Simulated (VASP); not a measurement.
# Al4AsN3 (P3m1) in VASP: further runs

Al4AsN3 is run at these levels: PBE; tasks: single point, relaxation of cell and atoms.

Everything below comes from runs of VASP 6.6.1. Logs are shortened: lines on timing, memory, paths and dates and some standing lists are left out, and cuts for length are marked.

## (1) The cell of the first run

It takes space group P3m1 (No. 156, trigonal). The conventional cell has a = 3.294 Å, b = 3.294 Å, c = 10.943 Å, α = 90.00°, β = 90.00°, γ = 120.00°. N (site symmetry 3m) has 4 Al at 1.90 to 1.97 Å within 2.5 Å. N (site symmetry 3m) has 4 Al at 1.90 to 1.97 Å within 2.5 Å. Within 2.5 Å of N (site symmetry 3m) lie 4 Al at 1.90 to 1.97 Å. Within 3.0 Å of As (site symmetry 3m) lie 4 Al at 2.28 to 2.45 Å. Within 2.5 Å of Al (site symmetry 3m) lie 4 N at 1.90 to 1.97 Å. Al (site symmetry 3m) has 1 N at 1.90 Å and 3 As at 2.28 Å within 2.5 Å. Within 2.5 Å of Al (site symmetry 3m) lie 4 N at 1.90 to 1.97 Å. Al (site symmetry 3m) has 3 N at 1.97 Å and 1 As at 2.45 Å within 2.6 Å.

## (2) Single point, PBE

INCAR

```
SYSTEM = Al4AsN3
  PREC = Accurate
  ENCUT = 520
  EDIFF = 1E-6
  ISMEAR = -1
  SIGMA = 0.02
  LREAL = .False.
  LASPH = .True.
  NELM = 100
  ALGO = Normal
  ISIF = 2
  LWAVE = .False.
  LCHARG = .True.
  GGA = PE
  LELF = .True.
  LVHAR = .True.
  NBANDS = 26
```

KPOINTS

```
Automatic mesh
0
Gamma
  12 12 2
  0 0 0
```

POSCAR

```
Al4AsN3
1.0
    3.2938063756      0.0000000000      0.0000000000
   -1.6469031878      2.8525199964      0.0000000000
    0.0000000000      0.0000000000     10.9429164002
N As Al
3 1 4
Direct
    0.6666666667      0.3333333333     -0.0277213653
    0.6666666667      0.3333333333      0.5310451908
    0.3333333333      0.6666666667      0.7515227669
    0.3333333333      0.6666666667      0.2422946947
    0.6666666667      0.3333333333      0.7986620768
    0.6666666667      0.3333333333      0.3575703022
    0.3333333333      0.6666666667      0.5782099234
    0.3333333333      0.6666666667      0.0184164104
```

Potentials or basis: VASP PAW PBE potentials, release 64 (N, As, Al).

Run with:

```bash
$ cat potpaw_PBE.64/N/POTCAR potpaw_PBE.64/As/POTCAR potpaw_PBE.64/Al/POTCAR > POTCAR
$ mpirun -np 1 vasp_std > vasp.out
```

OUTCAR:

```text
SYSTEM = Al4AsN3
   PREC = Accurate
   ENCUT = 520
   EDIFF = 1E-6
   ISMEAR = -1
   LREAL = .False.
   LASPH = .True.
   NELM = 100
   ISIF = 2
   GGA = PE

 ion  position               nearest neighbor table
   1  0.667  0.333  0.972-   5 1.90   8 1.97   8 1.97   8 1.97
   2  0.667  0.333  0.531-   6 1.90   7 1.97   7 1.97   7 1.97
   3  0.333  0.667  0.752-   7 1.90   5 1.97   5 1.97   5 1.97
   4  0.333  0.667  0.242-   6 2.28   6 2.28   6 2.28   8 2.45
   5  0.667  0.333  0.799-   1 1.90   3 1.97   3 1.97   3 1.97   8 3.07   8 3.07   8 3.07   7 3.07
                             7 3.07   7 3.07
   6  0.667  0.333  0.358-   2 1.90   4 2.28   4 2.28   4 2.28   7 3.07   7 3.07   7 3.07
   7  0.333  0.667  0.578-   3 1.90   2 1.97   2 1.97   2 1.97   5 3.07   5 3.07   5 3.07   6 3.07
                             6 3.07   6 3.07
   8  0.333  0.667  0.018-   1 1.97   1 1.97   1 1.97   4 2.45   5 3.07   5 3.07   5 3.07

  LATTYP: Found a hexagonal cell.
 ALAT       =     3.2938063756
 C/A-ratio  =     3.3222706961

  Lattice vectors:

 A1 = (   3.2938063756,   0.0000000000,   0.0000000000)
 A2 = (  -1.6469031878,   2.8525199964,   0.0000000000)
 A3 = (   0.0000000000,   0.0000000000,  10.9429164002)

Analysis of symmetry for initial positions (statically):
=====================================================================
 Subroutine PRICEL returns:
 Original cell was already a primitive cell.

 Routine SETGRP: Setting up the symmetry group for a
 hexagonal supercell.

 Subroutine GETGRP returns: Found  6 space group operations
 (whereof  6 operations were pure point group operations)
 out of a pool of 24 trial point group operations.

The static configuration has the point symmetry C_3v.

Analysis of symmetry for dynamics (positions and initial velocities):
=====================================================================
 Subroutine PRICEL returns:
 Original cell was already a primitive cell.

 Routine SETGRP: Setting up the symmetry group for a
 hexagonal supercell.

 Subroutine GETGRP returns: Found  6 space group operations
 (whereof  6 operations were pure point group operations)
 out of a pool of 24 trial point group operations.

The dynamic configuration has the point symmetry C_3v.

 Subroutine INISYM returns: Found  6 space group operations
 (whereof  6 operations are pure point group operations),
 and found     1 'primitive' translations

----------------------------------------------------------------------------------------

                                     Primitive cell

  volume of cell :     102.8158

  direct lattice vectors                    reciprocal lattice vectors
     3.293806376  0.000000000  0.000000000     0.303600117  0.175283609  0.000000000
    -1.646903188  2.852519996  0.000000000     0.000000000  0.350567218  0.000000000
     0.000000000  0.000000000 10.942916400     0.000000000  0.000000000  0.091383317

  length of vectors
     3.293806376  3.293806376 10.942916400     0.350567218  0.350567218  0.091383317

  position of ions in fractional coordinates (direct lattice)
     0.666666667  0.333333333  0.972278635
     0.666666667  0.333333333  0.531045191
     0.333333333  0.666666667  0.751522767
     0.333333333  0.666666667  0.242294695
     0.666666667  0.333333333  0.798662077
     0.666666667  0.333333333  0.357570302
     0.333333333  0.666666667  0.578209923
     0.333333333  0.666666667  0.018416410

  ion indices of the primitive-cell ions
   primitive index   ion index
                 1           1
                 2           2
                 3           3
                 4           4
                 5           5
                 6           6
                 7           7
                 8           8

----------------------------------------------------------------------------------------

 KPOINTS: Automatic mesh

Automatic generation of k-mesh.
 Grid dimensions read from file:
 generate k-points for:   12   12    2

 Generating k-lattice:

[... 44 lines left out ...]
  energy-cutoff  :      520.00
  volume of cell :      102.82
 maximum number of plane-waves:      2808
   NGX = 13   NGY = 13   NGZ = 41

 number of electron      31.9999998 magnetization

 Free energy of the ion-electron system (eV)
  ---------------------------------------------------
  ext. energy  EPLUGINS =         0.00000000
  ---------------------------------------------------
  free energy    TOTEN  =       -51.45857195 eV

  energy without entropy =      -51.45602068  energy(sigma->0) =      -51.45729632

 E-fermi :   8.8024     XC(G=0): -10.4520

 val. band max:        8.7988246896   @ k =   0.0833  -0.0000   0.5000
 cond. band min:       8.8183181451   @ k =   0.1667  -0.0000   0.0000
 fundamental gap:      0.0194934555
 Fermi energy:         8.8024453860

 k-point     1 :       0.0000    0.0000    0.0000
  band No.  band energies     occupation
      1      -9.6263      2.00000
      2      -8.9001      2.00000
      3      -8.0482      2.00000
      4      -5.3876      2.00000
      5      -0.4626      2.00000
      6       1.8294      2.00000
[... 18 lines left out ...]
     25      14.9009      0.00000
     26      14.9732      0.00000

 k-point     2 :       0.0833   -0.0000    0.0000
  band No.  band energies     occupation
      1      -9.5550      2.00000
      2      -8.8390      2.00000
      3      -8.0026      2.00000
      4      -5.2854      2.00000
      5      -0.3669      2.00000
      6       1.8055      2.00000
[... 18 lines left out ...]
     25      14.9893      0.00000
     26      15.0069      0.00000

 k-point     3 :       0.1667   -0.0000    0.0000
  band No.  band energies     occupation
      1      -9.3482      2.00000
      2      -8.6649      2.00000
      3      -7.8778      2.00000
      4      -4.9834      2.00000
      5      -0.0863      2.00000
      6       1.5979      2.00000
[... 572 lines left out ...]
 k-point    23 :       0.2500   -0.0000    0.5000
  band No.  band energies     occupation
      1      -9.0246      2.00000
      2      -8.4259      2.00000
      3      -7.6940      2.00000
      4      -4.5095      2.00000
      5       0.4849      2.00000
      6       0.6216      2.00000
[... 18 lines left out ...]
     25      14.6468      0.00000
     26      14.9424      0.00000

 k-point    24 :       0.3333   -0.0000    0.5000
  band No.  band energies     occupation
      1      -8.6465      2.00000
      2      -8.1330      2.00000
      3      -7.5538      2.00000
      4      -3.8827      2.00000
      5       0.1471      2.00000
      6       0.3404      2.00000
[... 18 lines left out ...]
     25      14.6583      0.00000
     26      14.6841      0.00000

 [... further k-points ...]
[... 5 lines left out ...]
  --------------------------------------------------------------------------------------
  -------------------------------------------------------------------------------------
  Total        1.9026820      1.9026820      2.9708421     -0.0000000     -0.0000000      0.0000000
  in kB       29.6494709     29.6494709     46.2945972     -0.0000000     -0.0000000      0.0000000
  external PRESSURE =      35.1978463 kB  Pullay stress =       0.0000000 kB

 VOLUME and BASIS-vectors are now :
 -----------------------------------------------------------------------------
  energy-cutoff  :      520.00
  volume of cell :      102.82
      direct lattice vectors                 reciprocal lattice vectors
     3.293806376  0.000000000  0.000000000     0.303600117  0.175283609  0.000000000
    -1.646903188  2.852519996  0.000000000     0.000000000  0.350567218  0.000000000
     0.000000000  0.000000000 10.942916400     0.000000000  0.000000000  0.091383317

 POSITION                                       TOTAL-FORCE (eV/Angst)
 -----------------------------------------------------------------------------------
      1.64690      0.95084     10.63956         0.000000     -0.000000      0.138449
      1.64690      0.95084      5.81118        -0.000000      0.000000      0.080084
     -0.00000      1.90168      8.22385        -0.000000     -0.000000      0.106167
     -0.00000      1.90168      2.65141         0.000000     -0.000000     -0.438514
      1.64690      0.95084      8.73969         0.000000      0.000000     -0.108363
      1.64690      0.95084      3.91286        -0.000000     -0.000000      0.486716
     -0.00000      1.90168      6.32730        -0.000000     -0.000000     -0.135915
     -0.00000      1.90168      0.20153         0.000000      0.000000     -0.128624
 -----------------------------------------------------------------------------------
    total drift:                               -0.000000      0.000000     -0.000388

  FREE ENERGIE OF THE ION-ELECTRON SYSTEM (eV)
  ---------------------------------------------------
  free  energy   TOTEN  =       -51.4585719531 eV

  energy  without entropy=      -51.4560206838  energy(sigma->0) =      -51.45729632
```

Wall time 42 s (1 thread of Intel Xeon 6975P-C (Granite Rapids), shared host); peak memory 0.25 GiB.

Results:

```
Free energy            : -51.4586 eV
Pressure               : 3.5 GPa
Largest force          : 0.487 eV/Å
Band gap on the k mesh : zero (band 16 reaches 9.55 eV, above the bottom of band 17 at 8.77 eV)
```

Forces on the atoms (eV/Å):
```
N    0.000  0.000  0.138
N    0.000  0.000  0.080
N    0.000  0.000  0.106
As   0.000  0.000 -0.439
Al   0.000  0.000 -0.108
Al   0.000  0.000  0.487
Al   0.000  0.000 -0.136
Al   0.000  0.000 -0.129
```

## (3) Single point, PBE

This run uses another cell than the first one, of 13.05 Å³/atom, 1.015 times its volume.

INCAR

```
PREC     = Accurate       # precision mode
ENCUT    = 520            # plane-wave cutoff, eV
EDIFF    = 1E-6           # SCF threshold, eV
ISMEAR   = -1             # smearing method
SIGMA    = 0.02           # smearing width, eV
LREAL    = False          # projectors in reciprocal space
LASPH    = True           # aspherical terms in the spheres
NELM     = 100            # most SCF steps
ALGO     = Normal         # electronic algorithm
ISIF     = 2              # what is computed and relaxed
LWAVE    = False          # write WAVECAR
LCHARG   = False          # write CHGCAR
GGA      = PE             # functional
NBANDS   = 26             # bands
```

KPOINTS

```
Automatic mesh
0
Gamma
  12 12 2
```

POSCAR

```
Al4AsN3
1.0
    3.2696598471      0.0000000000      0.0000000000
   -1.6348299236      2.8316084893      0.0000000000
    0.0000000000      0.0000000000     11.2771812075
N As Al
3 1 4
Direct
    0.6666666667      0.3333333333     -0.0310856067
    0.6666666667      0.3333333333      0.5334054581
    0.3333333333      0.6666666667      0.7507035657
    0.3333333333      0.6666666667      0.2385629329
    0.6666666667      0.3333333333      0.7983551038
    0.6666666667      0.3333333333      0.3638968817
    0.3333333333      0.6666666667      0.5807730206
    0.3333333333      0.6666666667      0.0153886439
```

Potentials or basis: VASP PAW PBE potentials, release 64 (N, As, Al).

Run with:

```bash
$ cat potpaw_PBE.64/N/POTCAR potpaw_PBE.64/As/POTCAR potpaw_PBE.64/Al/POTCAR > POTCAR
$ mpirun -np 1 vasp_std > vasp.out
```

It took 40 s on 1 thread of Intel Xeon 6975P-C (Granite Rapids), shared host; peak memory 0.25 GiB.

Results (log left out):

| Item | Value |
| --- | --- |
| Free energy | -51.5254 eV |
| Pressure | 0.0 GPa |
| Largest force | 0.049 eV/Å |
| Band gap on the k mesh | zero (band 16 reaches 9.74 eV, above the bottom of band 17 at 8.41 eV) |

Forces in eV/Å, atoms in the order of the input:
```
N    0.000  0.000  0.003
N    0.000  0.000 -0.002
N    0.000  0.000  0.001
As   0.000  0.000 -0.029
Al   0.000  0.000 -0.001
Al   0.000  0.000  0.049
Al   0.000  0.000 -0.003
Al   0.000  0.000 -0.018
```

Stress tensor (GPa, compression positive):
```
-0.07  0.00  0.00
 0.00 -0.07  0.00
 0.00  0.00  0.06
```

Levels at points of the mesh, in eV from the Fermi level:
```
           k point  band 12  band 13  band 14  band 15  band 16  band 17  band 18  band 19  band 20  band 21
(0.00, 0.00, 0.00)    -4.21    -4.21    -3.77    -1.27     1.13     1.13     1.31     1.57     2.74     6.03
(0.50, 0.00, 0.00)    -5.31    -5.10    -4.74    -4.33    -1.15    -0.07     0.51     1.44     1.71     2.57
(0.00, 0.00, 0.50)    -4.54    -4.21    -4.21    -0.45     0.42     1.13     1.13     1.69     3.16     5.75
(0.50, 0.00, 0.50)    -5.38    -4.96    -4.73    -4.22    -1.16    -0.20     0.34     1.48     1.72     3.31
```

## (4) Relaxation of cell and atoms, PBE

This run uses another cell than the first one, of 11.08 Å³/atom, 0.862 times its volume.

INCAR

```
SYSTEM = Al4AsN3
PREC     = Accurate       ! precision mode
ENCUT    = 600            ! plane-wave cutoff, eV
EDIFF    = 1E-6           ! SCF threshold, eV
ISMEAR   = -1             ! smearing method
SIGMA    = 0.02           ! smearing width, eV
LREAL    = .False.        ! projectors in reciprocal space
LASPH    = .True.         ! aspherical terms in the spheres
NELM     = 80             ! most SCF steps
ALGO     = Normal         ! electronic algorithm
ISIF     = 3              ! what is computed and relaxed
LWAVE    = .False.        ! write WAVECAR
LCHARG   = .False.        ! write CHGCAR
GGA      = PE             ! functional
IBRION   = 2              ! ionic algorithm
NSW      = 80             ! ionic steps
EDIFFG   = -0.005         ! ionic threshold
```

KPOINTS

```
regular mesh
0
Gamma
  12 12 2
  0 0 0
```

POSCAR

```
Al4AsN3
1.0
    3.1527382479      0.0000000000      0.0000000000
   -1.5763691240      2.7303514142      0.0000000000
    0.0000000000      0.0000000000     10.2968431178
N As Al
3 1 4
Direct
    0.6666666667      0.3333333333      0.0000000000
    0.6666666667      0.3333333333      0.5000000000
    0.3333333333      0.6666666667      0.7500000000
    0.3333333333      0.6666666667      0.2500000000
    0.6666666667      0.3333333333      0.8125000000
    0.6666666667      0.3333333333      0.3125000000
    0.3333333333      0.6666666667      0.5625000000
    0.3333333333      0.6666666667      0.0625000000
```

Run with:

```bash
$ cat potpaw_PBE.64/N/POTCAR potpaw_PBE.64/As/POTCAR potpaw_PBE.64/Al/POTCAR > POTCAR
$ mpirun -np 1 vasp_std > vasp.out
```

It took 11 min on 1 thread of Intel Xeon 6975P-C (Granite Rapids), shared host; peak memory 0.3 GiB.

It converged, with:

```yaml
Free_energy: -51.5203 eV
Relaxed_volume: 13.05 Å³/atom
Relaxed_cell: a = 3.268 Å, b = 3.268 Å, c = 11.283 Å, α = 90.00°, β = 90.00°, γ = 120.00°
Space_group_after_relaxing_to_0.05_Å: P3m1 (No. 156)
Energy_gained_by_relaxing: 876.6 meV/atom
Ionic_steps: 27
Pressure_after_relaxing: 0.0 GPa
Largest_force_after_relaxing: 0.004 eV/Å
Band_gap_on_the_k_mesh: zero (band 16 reaches 9.77 eV, above the bottom of band 17 at 8.41 eV)
```

Forces in eV/Å, atoms in the order of the input:
```
N    0.000  0.000  0.004
N    0.000  0.000 -0.003
N    0.000  0.000  0.001
As   0.000  0.000 -0.001
Al   0.000  0.000  0.002
Al   0.000  0.000 -0.002
Al   0.000  0.000 -0.002
Al   0.000  0.000  0.001
```

Step by step:
| step | energy change (eV) | largest force (eV/Å) | pressure (GPa) | volume (Å³) |
| --- | --- | --- | --- | --- |
| 1 | 0.0000 | 11.3135 | 51.59 | 88.64 |
| 2 | -2.0954 | 6.2055 | -18.97 | 142.72 |
| 3 | -5.6253 | 3.6710 | -4.62 | 112.95 |
| 4 | -5.6500 | 3.5658 | -3.11 | 111.57 |
| 5 | -5.6540 | 3.4666 | -1.95 | 110.59 |
| 6 | -6.3455 | 1.4386 | -4.77 | 110.41 |
| 7 | -6.4031 | 1.9335 | -5.41 | 110.34 |
| 8 | -6.8567 | 1.2255 | 2.25 | 103.27 |
| 9 | -6.8712 | 1.0311 | 4.35 | 101.80 |
| 10 | -6.9809 | 0.5786 | 0.01 | 104.72 |
| 11 | -6.9830 | 0.4794 | 0.47 | 104.37 |
| 12 | -6.9966 | 0.2198 | -1.05 | 105.43 |
| 13 | -6.9966 | 0.2050 | -0.96 | 105.37 |
| 14 | -7.0036 | 0.2693 | -0.05 | 104.60 |
| 15 | -7.0047 | 0.2931 | 0.48 | 104.16 |
| 16 | -7.0086 | 0.1770 | 0.66 | 103.96 |
| 17 | -7.0097 | 0.1515 | 0.79 | 103.83 |
| 18 | -7.0098 | 0.1444 | 0.83 | 103.79 |
| 19 | -7.0119 | 0.0797 | 0.31 | 104.15 |
| 20 | -7.0123 | 0.0412 | -0.07 | 104.41 |
| 21 | -7.0123 | 0.0426 | -0.05 | 104.40 |
| 22 | -7.0124 | 0.0219 | -0.02 | 104.39 |
| 23 | -7.0124 | 0.0194 | 0.00 | 104.37 |
| 24 | -7.0124 | 0.0136 | 0.00 | 104.37 |
| 25 | -7.0124 | 0.0051 | -0.01 | 104.37 |
| 26 | -7.0124 | 0.0053 | -0.01 | 104.37 |
| 27 | -7.0124 | 0.0039 | -0.01 | 104.36 |

Final structure:
```cif
data_structure
_symmetry_space_group_name_H-M 'P 1'
_symmetry_Int_Tables_number 1
_cell_length_a 3.2681
_cell_length_b 3.2681
_cell_length_c 11.2826
_cell_angle_alpha 90.000
_cell_angle_beta 90.000
_cell_angle_gamma 120.000
_cell_volume 104.36
loop_
_atom_site_label
_atom_site_type_symbol
_atom_site_fract_x
_atom_site_fract_y
_atom_site_fract_z
_atom_site_occupancy
N1 N 0.66667 0.33333 0.96873 1
N2 N 0.66667 0.33333 0.53359 1
N3 N 0.33333 0.66667 0.75068 1
As1 As 0.33333 0.66667 0.23849 1
Al1 Al 0.66667 0.33333 0.79827 1
Al2 Al 0.66667 0.33333 0.36419 1
Al3 Al 0.33333 0.66667 0.58087 1
Al4 Al 0.33333 0.66667 0.01518 1
```

Levels at points of the mesh, in eV from the Fermi level:
| k point | band 14 | band 15 | band 16 | band 17 | band 18 | band 19 |
| --- | --- | --- | --- | --- | --- | --- |
| (0.00, 0.00, 0.00) | -3.77 | -1.27 | 1.17 | 1.17 | 1.32 | 1.58 |
| (0.50, 0.00, 0.00) | -4.74 | -4.32 | -1.12 | -0.07 | 0.50 | 1.45 |
| (0.00, 0.00, 0.50) | -4.21 | -0.45 | 0.43 | 1.17 | 1.17 | 1.70 |
| (0.50, 0.00, 0.50) | -4.73 | -4.22 | -1.12 | -0.20 | 0.33 | 1.49 |

Caveat: the volume moved by over 15 % at a fixed basis, so the end points are rough.

## (5) The runs side by side

```csv
task,cell,cutoff (eV),gap on the mesh (eV),pressure (GPa),largest force (eV/Å)
single point,"a = 3.294, b = 3.294, c = 10.943 Å, angles 90.0, 90.0, 120.0°, 8 atoms",520,none,3.5,0.49
single point,"a = 3.270, b = 3.270, c = 11.277 Å, angles 90.0, 90.0, 120.0°, 8 atoms",520,none,0.0,0.05
relaxation of cell and atoms,"relaxed from a = 3.153, b = 3.153, c = 10.297 Å, angles 90.0, 90.0, 120.0°, 8 atoms",600,none,0.0,-
```

Alike in all rows: level PBE; potentials or basis VASP PAW PBE potentials, release 64 (N, As, Al); no spin polarisation; k mesh 12 × 12 × 2; smearing fermi-dirac 0.02 eV.

Caveats: the volume moved by over 15 % at a fixed basis, so the end points are rough (some runs).

Absolute energies hang on the potentials; compare differences alone.
